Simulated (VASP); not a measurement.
# Cu (I4/mmm) in VASP: further runs, part 2 of 2

VASP 6.6.1. Earlier steps stand in the parts before.

### Step 4. Relaxation of cell and atoms, revPBE+D3(BJ)

This run uses another cell than the first one, of 11.46 Å³/atom, 1.017 times its volume.

INCAR

```
SYSTEM = Cu
  PREC = Accurate
  ENCUT = 600
  EDIFF = 1E-6
  ISMEAR = -1
  SIGMA = 0.05
  LREAL = .FALSE.
  LASPH = .TRUE.
  NELM = 100
  ALGO = Fast
  ISIF = 3
  LWAVE = .FALSE.
  LCHARG = .FALSE.
  GGA = RE
  IVDW = 12
  IBRION = 2
  NSW = 60
  EDIFFG = -0.01
```

KPOINTS

```
regular mesh
0
G
  13 13 13
  0 0 0
```

POSCAR

```
Cu
1.0
   -1.4427933200      1.4427933200      1.3760814500
    1.4427933200     -1.4427933200      1.3760814500
    1.4427933200      1.4427933200     -1.3760814500
Cu
1
Direct
    0.0000000000      0.0000000000      0.0000000000
```

Potentials or basis: VASP PAW PBE potentials, release 64 (Cu).

Command:

```bash
$ cat potpaw_PBE.64/Cu/POTCAR > POTCAR
$ mpirun -np 1 vasp_std > vasp.out
```

OUTCAR:

```text
SYSTEM = Cu
   PREC = Accurate
   ENCUT = 600
   EDIFF = 1E-6
   ISMEAR = -1
   LREAL = .FALSE.
   LASPH = .TRUE.
   NELM = 100
   ISIF = 3
   GGA = RE
   IVDW = 12
   IBRION = 2
   NSW = 60
   EDIFFG = -0.01
 IVDW          = 12

 ion  position               nearest neighbor table
   1  0.000  0.000  0.000-

  LATTYP: Found a body centered tetragonal cell.
 ALAT       =     2.8855866400
 C/A-ratio  =     0.9537620052

  Lattice vectors:

 A1 = (  -1.4427933200,   1.4427933200,   1.3760814500)
 A2 = (   1.4427933200,  -1.4427933200,   1.3760814500)
 A3 = (   1.4427933200,   1.4427933200,  -1.3760814500)

Analysis of symmetry for initial positions (statically):
=====================================================================
 Subroutine PRICEL returns:
 Original cell was already a primitive cell.

 Routine SETGRP: Setting up the symmetry group for a
 body centered tetragonal supercell.

 Subroutine GETGRP returns: Found 16 space group operations
 (whereof 16 operations were pure point group operations)
 out of a pool of 16 trial point group operations.

The static configuration has the point symmetry D_4h.

Analysis of symmetry for dynamics (positions and initial velocities):
=====================================================================
 Subroutine PRICEL returns:
 Original cell was already a primitive cell.

 Routine SETGRP: Setting up the symmetry group for a
 body centered tetragonal supercell.

 Subroutine GETGRP returns: Found 16 space group operations
 (whereof 16 operations were pure point group operations)
 out of a pool of 16 trial point group operations.

The dynamic configuration has the point symmetry D_4h.

 Subroutine INISYM returns: Found 16 space group operations
 (whereof 16 operations are pure point group operations),
 and found     1 'primitive' translations

----------------------------------------------------------------------------------------

                                     Primitive cell

  volume of cell :      11.4581

  direct lattice vectors                    reciprocal lattice vectors
    -1.442793320  1.442793320  1.376081450     0.000000000  0.346549983  0.363350585
[... 109 lines left out ...]
   GGA     = RE    functional components
   LHFCALC =     F    Hartree Fock is set to
   AEXX    =    0.0000 exact exchange contribution
   IVDW    =    12    specifies the selected vdW correction
   LEPSILON=     F    determine dielectric tensor
   LRPA    =     F    only Hartree local field effects (RPA)
 conjugate gradient relaxation of ions
 non-spin polarized calculation
 RMM-DIIS sequential band-by-band and
  energy-cutoff  :      600.00
  volume of cell :       11.46
 maximum number of plane-waves:       400
   NGX =  9   NGY =  9   NGZ =  9

--------------------------------------- Ionic step        1  -------------------------------------------

 number of electron      11.0000000 magnetization

 Free energy of the ion-electron system (eV)
  ---------------------------------------------------
  ext. energy  EPLUGINS =         0.00000000
  ---------------------------------------------------
  free energy    TOTEN  =        -3.29179587 eV

  energy without entropy =       -3.28921817  energy(sigma->0) =       -3.29050702

------------------------ aborting loop because EDIFF is reached ----------------------------------------

 Edisp (eV)   -1.16074

 E8    (eV) :    -0.8074
[... 102 lines left out ...]
  FREE ENERGIE OF THE ION-ELECTRON SYSTEM (eV)
  ---------------------------------------------------
  free  energy   TOTEN  =        -4.4592257077 eV

  energy  without entropy=       -4.4567985722  energy(sigma->0) =       -4.45801214

[... ionic steps 4 to 52 ...]

--------------------------------------- Ionic step       53  -------------------------------------------

 number of electron      11.0000001 magnetization

------------------------ aborting loop because EDIFF is reached ----------------------------------------
[... 73 lines left out ...]
--------------------------------------- Ionic step       55  -------------------------------------------

 number of electron      11.0000001 magnetization

 Free energy of the ion-electron system (eV)
  ---------------------------------------------------
  ext. energy  EPLUGINS =         0.00000000
  ---------------------------------------------------
  free energy    TOTEN  =        -3.25757723 eV

  energy without entropy =       -3.25504530  energy(sigma->0) =       -3.25631127

 E-fermi :   8.4716     XC(G=0): -12.9993

 val. band max:        8.4702467314   @ k =  -0.3077   0.4615   0.0769
 cond. band min:       8.5021967347   @ k =  -0.2308   0.4615   0.0769
 fundamental gap:      0.0319500034
 Fermi energy:         8.4716493440

 k-point     1 :       0.0000    0.0000    0.0000
  band No.  band energies     occupation
      1      -1.3240      2.00000
      2       5.1044      2.00000
      3       5.2627      2.00000
      4       5.2627      2.00000
      5       6.2195      2.00000
      6       6.3872      2.00000
      7      33.7951      0.00000
      8      33.7951      0.00000
      9      34.7451      0.00000
[... 265 lines left out ...]
 k-point    24 :       0.4615    0.1538    0.0000
  band No.  band energies     occupation
      1       3.4818      2.00000
      2       4.4329      2.00000
      3       5.5667      2.00000
      4       6.2752      2.00000
      5       6.6318      2.00000
      6       9.4070      0.00000
      7      14.1875      0.00000
      8      21.1121      0.00000
      9      26.3069      0.00000

 [... further k-points ...]

------------------------ aborting loop because EDIFF is reached ----------------------------------------

 Edisp (eV)   -1.20169

 E8    (eV) :    -0.8362
[... 24 lines left out ...]
  FREE ENERGIE OF THE ION-ELECTRON SYSTEM (eV)
  ---------------------------------------------------
  free  energy   TOTEN  =        -4.4592720516 eV

  energy  without entropy=       -4.4567401217  energy(sigma->0) =       -4.45800609

 reached required accuracy - stopping structural energy minimisation
```

OSZICAR:

```text
N       E                     dE             d eps       ncg     rms          rms(c)
DAV:   1     0.390186132258E+02    0.39019E+02   -0.62140E+03  3609   0.229E+03
DAV:   2    -0.366456333734E+01   -0.42683E+02   -0.40585E+02  3556   0.206E+02
[... 357 lines left out ...]
  54 F= -.44592796E+01 E0= -.44580242E+01  d E =-.150403E-05
       N       E                     dE             d eps       ncg     rms          rms(c)
DAV:   1    -0.325766534822E+01   -0.49658E-03   -0.28243E-03  4298   0.823E-01    0.713E-02
RMM:   2    -0.325760462094E+01    0.60727E-04   -0.10946E-04  3543   0.258E-01    0.381E-02
RMM:   3    -0.325758719355E+01    0.17427E-04   -0.29269E-05  3527   0.136E-01    0.252E-02
RMM:   4    -0.325757698176E+01    0.10212E-04   -0.12860E-05  3558   0.558E-02    0.266E-03
RMM:   5    -0.325757723361E+01   -0.25185E-06   -0.36031E-06  2913   0.320E-02
  55 F= -.44592721E+01 E0= -.44580061E+01  d E =0.600426E-05
```

Run time: 6.5 min. Hardware: 1 thread of Intel Xeon Platinum 8259CL at 2.50GHz (Skylake/Cascade Lake), shared host; peak memory 0.19 GiB.

Results:

```yaml
Free_energy: -4.4593 eV
Relaxed_volume: 11.09 Å³/atom
Relaxed_cell: a = 2.434 Å, b = 2.434 Å, c = 2.434 Å, α = 108.49°, β = 108.49°, γ = 111.45°
Space_group_after_relaxing_to_0.05_Å: I4/mmm (No. 139)
Energy_gained_by_relaxing: 6.7 meV/atom
Ionic_steps: 55
Pressure_after_relaxing: 0.0 GPa
Dispersion_energy_per_atom: -1.202 eV
```

The path:
| step | energy change (eV) | largest force (eV/Å) | pressure (GPa) | volume (Å³) |
| --- | --- | --- | --- | --- |
| 1 | 0.0000 | 0.0000 | -5.16 | 11.46 |
| 3 | -0.0067 | 0.0000 | -0.23 | 11.07 |
| 5 | -0.0065 | 0.0000 | -1.00 | 11.13 |
| 7 | -0.0067 | 0.0000 | 0.00 | 11.08 |
| 9 | -0.0067 | 0.0000 | 0.77 | 11.08 |
| 11 | -0.0067 | 0.0000 | -0.27 | 11.09 |
| 13 | -0.0067 | 0.0000 | -1.08 | 11.09 |
| 15 | -0.0067 | 0.0000 | 0.09 | 11.07 |
| 17 | -0.0067 | 0.0000 | -0.05 | 11.08 |
| 19 | -0.0067 | 0.0000 | -0.47 | 11.08 |
| 21 | -0.0067 | 0.0000 | 0.25 | 11.08 |
| 23 | -0.0067 | 0.0000 | 0.36 | 11.09 |
| 25 | -0.0067 | 0.0000 | -0.27 | 11.09 |
| 27 | -0.0067 | 0.0000 | -0.36 | 11.09 |
| 29 | -0.0067 | 0.0000 | 0.41 | 11.08 |
| 31 | -0.0067 | 0.0000 | -0.12 | 11.08 |
| 33 | -0.0067 | 0.0000 | -0.06 | 11.08 |
| 35 | -0.0067 | 0.0000 | -0.46 | 11.08 |
| 37 | -0.0067 | 0.0000 | 0.15 | 11.08 |
| 39 | -0.0067 | 0.0000 | -0.02 | 11.08 |
| 41 | -0.0067 | 0.0000 | 0.16 | 11.08 |
| 43 | -0.0067 | 0.0000 | -0.28 | 11.08 |
| 45 | -0.0067 | 0.0000 | -0.32 | 11.07 |
| 47 | -0.0067 | 0.0000 | 0.36 | 11.07 |
| 49 | -0.0067 | 0.0000 | 0.27 | 11.07 |
| 51 | -0.0067 | 0.0000 | 0.20 | 11.08 |
| 53 | -0.0067 | 0.0000 | -0.72 | 11.09 |
| 55 | -0.0067 | 0.0000 | -0.01 | 11.09 |

Final structure:
```yaml
crystal:
  lattice:
    - [-1.42211, 1.42211, 1.37054]
    - [1.42211, -1.42211, 1.37054]
    - [1.42211, 1.42211, -1.37054]
  atoms:
    - { symbol: Cu, position: [0.00000, 0.00000, 0.00000] }
```

Caveat: the PAW data sets were made with another functional, which shifts forces and pressure a little; pairwise dispersion overbinds metals, which lowers pressure and volume.

### Step 5. Overview

| task | level | cell | cutoff (eV) | gap on the mesh (eV) | pressure (GPa) | relaxed volume (Å³/atom) |
| --- | --- | --- | --- | --- | --- | --- |
| single point | revPBE+D4 | a = 2.447 Å, angles 108.4, 108.4, 111.7°, 1 atom | 520 | none | 0.6 | - |
| relaxation of cell and atoms | RPBE+D4 | relaxed from a = 2.461 Å, angles 108.2, 108.2, 112.0°, 1 atom | 600 | none | 0.0 | 11.32 |
| relaxation of cell and atoms | revPBE+D3(BJ) | relaxed from a = 2.461 Å, angles 108.2, 108.2, 112.0°, 1 atom | 600 | none | 0.0 | 11.09 |

Alike in all rows: potentials or basis VASP PAW PBE potentials, release 64 (Cu); no spin polarisation; k mesh 13 × 13 × 13; smearing fermi-dirac 0.05 eV.

Caveats: the PAW data sets were made with another functional, which shifts forces and pressure a little; pairwise dispersion overbinds metals, which lowers pressure and volume.

Total energies depend on the potentials used, so only differences within one code and one set of settings carry meaning.
